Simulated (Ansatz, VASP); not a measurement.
# CdS: VASP beside Ansatz

```
CELL_PARAMETERS angstrom
0.00000 2.93928 2.93928
2.93928 0.00000 2.93928
2.93928 2.93928 0.00000
ATOMIC_POSITIONS crystal
Cd 0.00000 0.00000 0.00000
S 0.25000 0.25000 0.25000
```

Alike in both runs: functional r2SCAN; k mesh 8 × 8 × 8; occupations gaussian, width 0.02 eV; no spin polarisation.

Ansatz relaxed the structure, and its values are those at the end. VASP's run is a single point on that final structure, the one shown.

```csv
,VASP,Ansatz
version,VASP 6.6.1,Ansatz 0.2.0
potentials or method,"VASP PAW PBE potentials, release 64 (Cd, S), cutoff 520 eV","scalar-relativistic, plane waves, PAW"
valence electrons in the cell,18,26
```

|  | VASP | Ansatz | Ansatz less VASP |
| --- | --- | --- | --- |
| gap on the k mesh at the Fermi level (eV) | 1.54 | 1.54 | +0.004 |
| least direct gap on the mesh (eV) | 1.54 | 1.54 | +0.004 |
| pressure (GPa) | 0.3 | 0.0 | -0.30 |

VASP's potentials were made for PBE, not for r2SCAN. The functional is the same, so the differences come from potentials, cutoffs and numerics. VASP's potentials hold 18 valence electrons a cell and Ansatz's 26, so a difference there can come from the potentials and not from the codes.
